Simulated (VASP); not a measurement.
A run of VASP 6.6.1 is set up as follows.

POSCAR

```
ReS
1.0
    0.0000000000      2.6046948912      2.6046948912
    2.6046948912      0.0000000000      2.6046948912
    5.2093897824      5.2093897824      0.0000000000
Re S
2 2
Direct
    0.0000000000      0.0000000000      0.0000000000
    0.0000000000      0.0000000000      0.5000000000
    0.2500000000      0.2500000000      0.1250000000
    0.2500000000      0.2500000000      0.6250000000
```

INCAR.step1

```
PREC = Accurate
ENCUT = 660
ISMEAR = 0
SIGMA = 0.05
LREAL = F
LASPH = T
NELM = 200
ISPIN = 2
MAGMOM = 2 -2 0 0
LMAXMIX = 4
NBANDS = 25
GGA = PE
ALGO = Normal
EDIFF = 1E-5
LWAVE = T
LCHARG = F
GGA_COMPAT = F
```

INCAR.step2

```
PREC = Accurate
ENCUT = 660
EDIFF = 1E-6
ISMEAR = 0
SIGMA = 0.05
LREAL = F
LASPH = T
NELM = 200
ALGO = Normal
ISIF = 2
LWAVE = F
LCHARG = F
ISPIN = 2
MAGMOM = 2 -2 0 0
LORBIT = 11
LMAXMIX = 4
METAGGA = R2SCAN
LMIXTAU = T
NBANDS = 25
ISTART = 1
GGA_COMPAT = F
```

KPOINTS

```
Automatic mesh
0
Gamma
  12 12 6
```

Potentials or basis: VASP PAW PBE potentials, release 64 (Re, S).

Launch:

```bash
$ cat potpaw_PBE.64/Re/POTCAR potpaw_PBE.64/S/POTCAR > POTCAR
$ cp INCAR.step1 INCAR
$ mpirun -np 1 vasp_std > vasp.out
$ cp INCAR.step2 INCAR
$ mpirun -np 1 vasp_std > vasp.out
```

Q: Predict the band gap on the k mesh.

A: Zero (filled and empty bands overlap).

Q: Predict the net moment.

A: 0.00 μB per cell.

Caveat: spin-orbit coupling is left out, which moves the levels of the heavy elements.
